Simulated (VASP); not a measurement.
# GaN (F-43m) in VASP: further runs

Runs on GaN. Level: PBEsol. Tasks: single point.

Everything below comes from runs of VASP 6.6.1. Logs are shortened: lines on timing, memory, paths and dates and some standing lists are left out, and cuts for length are marked.

## Step 1: The cell of the first run

Symmetry: F-43m, No. 216, cubic system. Conventional cell: a = 4.415 Å, b = 4.415 Å, c = 4.415 Å, α = 90.00°, β = 90.00°, γ = 90.00°. Within 2.5 Å of Ga (site symmetry -43m) lie 4 N at 1.91 Å. N (site symmetry -43m) has 4 Ga at 1.91 Å within 2.5 Å.

## Step 2: Single point, PBEsol (volume scaled by 0.94)

The input, INCAR:

```
  PREC = Accurate
  ENCUT = 520
  EDIFF = 1E-6
  ISMEAR = -1
  SIGMA = 0.05
  LREAL = False
  LASPH = True
  NELM = 100
  ALGO = Normal
  ISIF = 2
  LWAVE = False
  LCHARG = False
  GGA = PS
  NBANDS = 16
```

The input, KPOINTS:

```
regular mesh
0
Gamma
  10 10 10
```

The input, POSCAR:

```
GaN
1.0
    0.0000000000      2.2074978911      2.2074978911
    2.2074978911      0.0000000000      2.2074978911
    2.2074978911      2.2074978911      0.0000000000
Ga N
1 1
Direct
    0.0000000000      0.0000000000      0.0000000000
    0.2500000000      0.2500000000      0.2500000000
```

Potentials or basis: VASP PAW PBE potentials, release 64 (Ga_d, N).

Launch:

```sh
$ cat potpaw_PBE.64/Ga_d/POTCAR potpaw_PBE.64/N/POTCAR > POTCAR
$ mpirun -np 1 vasp_std > vasp.out
```

OUTCAR:

```text
PREC = Accurate
   ENCUT = 520
   EDIFF = 1E-6
   ISMEAR = -1
   LREAL = False
   LASPH = True
   NELM = 100
   ISIF = 2
   GGA = PS

 ion  position               nearest neighbor table
   1  0.000  0.000  0.000-   2 1.91   2 1.91   2 1.91   2 1.91
   2  0.250  0.250  0.250-   1 1.91   1 1.91   1 1.91   1 1.91

  LATTYP: Found a face centered cubic cell.
 ALAT       =     4.4149957822

  Lattice vectors:

 A1 = (   0.0000000000,   2.2074978911,   2.2074978911)
 A2 = (   2.2074978911,   0.0000000000,   2.2074978911)
 A3 = (   2.2074978911,   2.2074978911,   0.0000000000)

Analysis of symmetry for initial positions (statically):
=====================================================================
 Subroutine PRICEL returns:
 Original cell was already a primitive cell.

 Routine SETGRP: Setting up the symmetry group for a
 face centered cubic supercell.

 Subroutine GETGRP returns: Found 24 space group operations
 (whereof 24 operations were pure point group operations)
 out of a pool of 48 trial point group operations.

The static configuration has the point symmetry T_d .

Analysis of symmetry for dynamics (positions and initial velocities):
=====================================================================
 Subroutine PRICEL returns:
 Original cell was already a primitive cell.

 Routine SETGRP: Setting up the symmetry group for a
 face centered cubic supercell.

 Subroutine GETGRP returns: Found 24 space group operations
 (whereof 24 operations were pure point group operations)
 out of a pool of 48 trial point group operations.

The dynamic configuration has the point symmetry T_d .

 Subroutine INISYM returns: Found 24 space group operations
 (whereof 24 operations are pure point group operations),
 and found     1 'primitive' translations

----------------------------------------------------------------------------------------

                                     Primitive cell

  volume of cell :      21.5145

  direct lattice vectors                    reciprocal lattice vectors
     0.000000000  2.207497891  2.207497891    -0.226500783  0.226500783  0.226500783
     2.207497891  0.000000000  2.207497891     0.226500783 -0.226500783  0.226500783
     2.207497891  2.207497891  0.000000000     0.226500783  0.226500783 -0.226500783

  length of vectors
     3.121873457  3.121873457  3.121873457     0.392310863  0.392310863  0.392310863

  position of ions in fractional coordinates (direct lattice)
     0.000000000  0.000000000  0.000000000
     0.250000000  0.250000000  0.250000000

  ion indices of the primitive-cell ions
   primitive index   ion index
                 1           1
                 2           2

----------------------------------------------------------------------------------------

 KPOINTS: regular mesh

Automatic generation of k-mesh.
 Grid dimensions read from file:
 generate k-points for:   10   10   10

 Generating k-lattice:

  Cartesian coordinates                     Fractional coordinates (reciprocal lattice)
    -0.022650078  0.022650078  0.022650078     0.100000000  0.000000000  0.000000000
     0.022650078 -0.022650078  0.022650078     0.000000000  0.100000000  0.000000000
     0.022650078  0.022650078 -0.022650078     0.000000000  0.000000000  0.100000000

  Length of vectors
     0.039231086  0.039231086  0.039231086

  Shift w.r.t. Gamma in fractional coordinates (k-lattice)
     0.000000000  0.000000000  0.000000000

 Subroutine IBZKPT returns following result:
 ===========================================

 Found     47 irreducible k-points:

 Following reciprocal coordinates:
            Coordinates               Weight
  0.000000  0.000000  0.000000      1.000000
  0.100000  0.000000  0.000000      8.000000
  0.200000  0.000000  0.000000      8.000000
  0.300000  0.000000  0.000000      8.000000
  0.400000  0.000000  0.000000      8.000000
  0.500000  0.000000  0.000000      4.000000
[... 16 lines left out ...]
  0.300000  0.300000  0.000000      6.000000
  0.400000  0.300000  0.000000     24.000000
 [... further k-points ...]
   k-points           NKPTS =     47   k-points in BZ     NKDIM =     47   number of bands    NBANDS=     16
   number of dos      NEDOS =    301   number of ions     NIONS =      2
   total plane-waves  NPLWV =  13824
   dimension x,y,z NGX =    24 NGY =   24 NGZ =   24
   dimension x,y,z NGXF=    48 NGYF=   48 NGZF=   48
   ions per type =               1   1
   NGX,Y,Z   is equivalent  to a cutoff of  12.78, 12.78, 12.78 a.u.
   NGXF,Y,Z  is equivalent  to a cutoff of  25.56, 25.56, 25.56 a.u.
 SYSTEM =  unknown system
   PREC   = accura    normal or accurate (medium, high low for compatibility)
   ISTART =      0    job   : 0-new  1-cont  2-samecut
   ICHARG =      2    charge: 1-file 2-atom 10-const
   ISPIN  =      1    spin polarized calculation?
   LNONCOLLINEAR =      F non collinear calculations
   LSORBIT =      F    spin-orbit coupling
   LASPH  =      T    aspherical Exc in radial PAW
   ENCUT  =  520.0 eV  38.22 Ry    6.18 a.u.   5.80  5.80  5.80*2*pi/ulx,y,z
   NELM   =    100;   NELMIN=  2; NELMDL= -5     # of ELM steps
   EDIFF  = 0.1E-05   stopping-criterion for ELM
   LREAL  =      F    real-space projection
   EDIFFG = 0.1E-04   stopping-criterion for IOM
   NSW    =      0    number of steps for IOM
   IBRION =     -1    ionic relax: 0-MD 1-quasi-New 2-CG
   NFREE  =      0    steps in history (QN), initial steepest desc. (CG)
   ISIF   =      2    stress and relaxation
   ISYM   =      2    0-nonsym 1-usesym 2-fastsym
   POTIM  = 0.5000    time-step for ionic-motion
   TEBEG  =    0.0;   TEEND  =   0.0 temperature during run
   PSTRESS=    0.0 pullay stress
   NELECT =      18.0000    total number of electrons
   NUPDOWN=      -1.0000    fix difference up-down
   EMIN   =  10.00;   EMAX   =-10.00  energy-range for DOS
   EFERMI =   0.00;   METHOD = LEGACY
   ISMEAR =    -1;   SIGMA  =   0.05  broadening in eV -4-tet -1-fermi 0-gaus
   EFERMI_NEDOS =   21; number of points for ismear=-14 and -15
   IALGO  =     38    algorithm
   IMIX   =      4    mixing-type and parameters
     AMIX     =   0.40;   BMIX     =  1.00
     AMIX_MAG =   1.60;   BMIX_MAG =  1.00
  volume/ion in A,a.u.               =      10.76        72.59
  Fermi-wavevector in a.u.,A,eV,Ry     =   1.542607  2.915105 32.376929  2.379637
  Thomas-Fermi vector in A             =   2.648388
   LORBIT       =      0    0 simple, 1 ext, 2 COOP (PROOUT), +10 PAW based schemes
   GGA     = PS    functional components
   LHFCALC =     F    Hartree Fock is set to
   AEXX    =    0.0000 exact exchange contribution
   IVDW    =     0    specifies the selected vdW correction
   LEPSILON=     F    determine dielectric tensor
   LRPA    =     F    only Hartree local field effects (RPA)
 non-spin polarized calculation
  energy-cutoff  :      520.00
  volume of cell :       21.51
 maximum number of plane-waves:       589
   NGX = 11   NGY = 11   NGZ = 11

 number of electron      18.0000008 magnetization

 Free energy of the ion-electron system (eV)
  ---------------------------------------------------
  ext. energy  EPLUGINS =         0.00000000
  ---------------------------------------------------
  free energy    TOTEN  =       -13.07990137 eV

  energy without entropy =      -13.07990137  energy(sigma->0) =      -13.07990137

 E-fermi :   6.8035     XC(G=0): -12.2381

 val. band max:        5.8486197736   @ k =   0.0000   0.0000   0.0000
 cond. band min:       7.9272150872   @ k =   0.0000   0.0000   0.0000
 fundamental gap:      2.0785953135
 Fermi energy:         6.8034574478

 k-point     1 :       0.0000    0.0000    0.0000
  band No.  band energies     occupation
      1     -10.6386      2.00000
      2      -7.6289      2.00000
      3      -7.6289      2.00000
      4      -7.6289      2.00000
      5      -7.2350      2.00000
      6      -7.2350      2.00000
[... 8 lines left out ...]
     15      25.0112      0.00000
     16      25.0112      0.00000

 k-point     2 :       0.1000    0.0000    0.0000
  band No.  band energies     occupation
      1     -10.5119      2.00000
      2      -7.6124      2.00000
      3      -7.6124      2.00000
      4      -7.5958      2.00000
      5      -7.2368      2.00000
      6      -7.2368      2.00000
[... 8 lines left out ...]
     15      23.6931      0.00000
     16      23.7041      0.00000

 k-point     3 :       0.2000    0.0000    0.0000
  band No.  band energies     occupation
      1     -10.1830      2.00000
      2      -7.5741      2.00000
      3      -7.5741      2.00000
      4      -7.4484      2.00000
      5      -7.2357      2.00000
      6      -7.2357      2.00000
[... 8 lines left out ...]
     15      22.9101      0.00000
     16      22.9101      0.00000

 k-point     4 :       0.3000    0.0000    0.0000
  band No.  band energies     occupation
      1      -9.8095      2.00000
      2      -7.5400      2.00000
      3      -7.5400      2.00000
      4      -7.2197      2.00000
      5      -7.2197      2.00000
      6      -7.0608      2.00000
[... 8 lines left out ...]
     15      23.4760      0.00000
     16      23.4760      0.00000

 k-point     5 :       0.4000    0.0000    0.0000
  band No.  band energies     occupation
      1      -9.5666      2.00000
      2      -7.5253      2.00000
      3      -7.5253      2.00000
      4      -7.1925      2.00000
      5      -7.1925      2.00000
      6      -6.4057      2.00000
[... 8 lines left out ...]
     15      25.0207      0.00000
     16      25.0207      0.00000

 k-point     6 :       0.5000    0.0000    0.0000
  band No.  band energies     occupation
      1      -9.4925      2.00000
      2      -7.5226      2.00000
      3      -7.5226      2.00000
      4      -7.1788      2.00000
      5      -7.1788      2.00000
      6      -5.9803      2.00000
[... 8 lines left out ...]
     15      26.1400      0.00000
     16      26.1400      0.00000

 k-point     7 :       0.1000    0.1000    0.0000
  band No.  band energies     occupation
      1     -10.4699      2.00000
      2      -7.6032      2.00000
      3      -7.5979      2.00000
      4      -7.5979      2.00000
      5      -7.2482      2.00000
      6      -7.2262      2.00000
[... 8 lines left out ...]
     15      25.5697      0.00000
     16      25.7521      0.00000

 k-point     8 :       0.2000    0.1000    0.0000
  band No.  band energies     occupation
      1     -10.2093      2.00000
      2      -7.5773      2.00000
      3      -7.5582      2.00000
      4      -7.4983      2.00000
      5      -7.2507      2.00000
      6      -7.2176      2.00000
[... 8 lines left out ...]
     15      24.8458      0.00000
     16      24.9544      0.00000

 k-point     9 :       0.3000    0.1000    0.0000
  band No.  band energies     occupation
      1      -9.8533      2.00000
      2      -7.5443      2.00000
      3      -7.5190      2.00000
      4      -7.3163      2.00000
      5      -7.2026      2.00000
      6      -7.1150      2.00000
[... 8 lines left out ...]
     15      23.9797      0.00000
     16      24.9681      0.00000
[... 172 lines left out ...]
 k-point    19 :       0.5000    0.2000    0.0000
  band No.  band energies     occupation
      1      -9.3964      2.00000
      2      -7.5075      2.00000
      3      -7.4284      2.00000
      4      -7.2928      2.00000
      5      -7.1740      2.00000
      6      -5.8866      2.00000
[... 8 lines left out ...]
     15      26.6296      0.00000
     16      27.1297      0.00000

 k-point    20 :      -0.4000    0.2000    0.0000
  band No.  band energies     occupation
      1      -9.3851      2.00000
      2      -7.5123      2.00000
      3      -7.4358      2.00000
      4      -7.2543      2.00000
      5      -7.2036      2.00000
      6      -5.7339      2.00000
[... 8 lines left out ...]
     15      24.9954      0.00000
     16      26.6765      0.00000

 k-point    21 :      -0.3000    0.2000    0.0000
  band No.  band energies     occupation
      1      -9.4797      2.00000
      2      -7.5133      2.00000
      3      -7.4578      2.00000
      4      -7.2482      2.00000
      5      -7.2446      2.00000
      6      -6.2683      2.00000
[... 8 lines left out ...]
     15      23.7215      0.00000
     16      27.0662      0.00000

 k-point    22 :      -0.2000    0.2000    0.0000
  band No.  band energies     occupation
      1      -9.6938      2.00000
      2      -7.5221      2.00000
      3      -7.5024      2.00000
      4      -7.2704      2.00000
      5      -7.2634      2.00000
      6      -6.8585      2.00000
[... 8 lines left out ...]
     15      23.7295      0.00000
     16      27.0154      0.00000

 k-point    23 :       0.3000    0.3000    0.0000
  band No.  band energies     occupation
      1      -9.5817      2.00000
      2      -7.4759      2.00000
      3      -7.3984      2.00000
      4      -7.3984      2.00000
      5      -7.1745      2.00000
      6      -6.8645      2.00000
[... 8 lines left out ...]
     15      28.4123      0.00000
     16      29.2362      0.00000

 k-point    24 :       0.4000    0.3000    0.0000
  band No.  band energies     occupation
      1      -9.4167      2.00000
      2      -7.4902      2.00000
      3      -7.3574      2.00000
      4      -7.3554      2.00000
      5      -7.1623      2.00000
      6      -6.3940      2.00000
[... 8 lines left out ...]
     15      28.8611      0.00000
     16      29.0634      0.00000

 [... further k-points ...]
[... 5 lines left out ...]
  --------------------------------------------------------------------------------------
  -------------------------------------------------------------------------------------
  Total        1.5621134      1.5621134      1.5621134     -0.0000000      0.0000000      0.0000000
  in kB      116.3301423    116.3301423    116.3301423     -0.0000000      0.0000000      0.0000000
  external PRESSURE =     116.3301423 kB  Pullay stress =       0.0000000 kB

 VOLUME and BASIS-vectors are now :
 -----------------------------------------------------------------------------
  energy-cutoff  :      520.00
  volume of cell :       21.51
      direct lattice vectors                 reciprocal lattice vectors
     0.000000000  2.207497891  2.207497891    -0.226500783  0.226500783  0.226500783
     2.207497891  0.000000000  2.207497891     0.226500783 -0.226500783  0.226500783
     2.207497891  2.207497891  0.000000000     0.226500783  0.226500783 -0.226500783

 POSITION                                       TOTAL-FORCE (eV/Angst)
 -----------------------------------------------------------------------------------
      0.00000      0.00000      0.00000        -0.000000     -0.000000     -0.000000
      1.10375      1.10375      1.10375         0.000000      0.000000      0.000000
 -----------------------------------------------------------------------------------
    total drift:                                0.000001      0.000001      0.000001

  FREE ENERGIE OF THE ION-ELECTRON SYSTEM (eV)
  ---------------------------------------------------
  free  energy   TOTEN  =       -13.0799013678 eV

  energy  without entropy=      -13.0799013677  energy(sigma->0) =      -13.07990137
```

Wall time 20 s (1 thread of AMD EPYC 7R43 (Zen 3), shared host); peak memory 0.1 GiB.

Results:

* Free energy: -13.0799 eV
* Pressure: 11.6 GPa
* Band gap on the k mesh: 2.08 eV, direct

Caveat: the PAW data sets were made with another functional, which shifts forces and pressure a little.

[end of part 1 of 2]
